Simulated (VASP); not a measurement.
HfOs, 2 atoms in the cell. The structure is cubic, space group Pm-3m (No. 221). Conventional cell: a = 3.282 Å, b = 3.282 Å, c = 3.282 Å, α = 90.00°, β = 90.00°, γ = 90.00°. Within 3.7 Å of Hf (site symmetry m-3m) lie 8 Os at 2.84 Å and 6 Hf at 3.28 Å. Within 3.7 Å of Os (site symmetry m-3m) lie 8 Hf at 2.84 Å and 6 Os at 3.28 Å.  This cell differs from its parent crystal: volume scaled by 1.04.

- Program: VASP 6.6.1
- Task: electric field gradients
- Functional: PBEsol
- Potentials or basis: VASP PAW PBE potentials, release 64 (Hf_pv, Os)
- Cutoff: 520 eV
- k mesh: 10 × 10 × 10
- Occupations: fermi-dirac, width 0.05 eV
- Spin: no spin polarisation
- Dipole correction: no
- Further INCAR settings: ALGO = Normal; EDIFF = 1e-08; NBANDS = 16

Potentials or basis: VASP PAW PBE potentials, release 64 (Hf_pv, Os).

The run is started by

```console
$ cat potpaw_PBE.64/Hf_pv/POTCAR potpaw_PBE.64/Os/POTCAR > POTCAR
$ mpirun -np 1 vasp_std > vasp.out
```

Hardware: 1 thread of Intel(R) Xeon(R) 6975P-C (Granite Rapids) (shared host).

Task: Estimate the wall time of this run.

Result: Run time: 9.9 s on 1 thread of Intel(R) Xeon(R) 6975P-C (Granite Rapids), with other jobs on the host, peak memory 0.16 GiB. Counts: scf iterations 15, k points 56.
